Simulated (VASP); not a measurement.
**Ga: single point with PBEsol**

Ga:

```
Ga
1.0
     2.71648    0.00000    0.00000
     0.00000    2.71648    0.00000
     0.00000    0.00000    2.71648
Ga
1
Cartesian
  0.0000 0.0000 0.0000
```

| Quantity | Value |
| --- | --- |
| Program | VASP 6.6.1 |
| Task | single point |
| Functional | PBEsol |
| Potentials or basis | VASP PAW PBE potentials, release 64 (Ga_d) |
| Cutoff | 520 eV |
| k mesh | 10 × 10 × 10 |
| Occupations | fermi-dirac, width 0.05 eV |
| Spin | no spin polarisation |

* Pressure: -3.0 GPa

Levels at points of the mesh, in eV from the Fermi level:
| k point | band 4 | band 5 | band 6 | band 7 | band 8 | band 9 |
| --- | --- | --- | --- | --- | --- | --- |
| (0.00, 0.00, 0.00) | -14.54 | -14.54 | -10.58 | 8.93 | 8.93 | 8.93 |
| (0.50, 0.00, 0.00) | -14.68 | -14.53 | -6.21 | -4.12 | 12.36 | 12.36 |
| (0.50, 0.50, 0.00) | -14.66 | -14.41 | -1.66 | -0.68 | -0.68 | 4.18 |
| (0.50, 0.50, 0.50) | -14.40 | -14.40 | 2.61 | 2.61 | 2.61 | 3.75 |

Run time: 3.5 s on 1 thread of Intel(R) Xeon(R) 6975P-C (Granite Rapids), on a shared host, peak memory 0.13 GiB.

Caveat: the PAW data sets were made with another functional, which shifts forces and pressure a little.
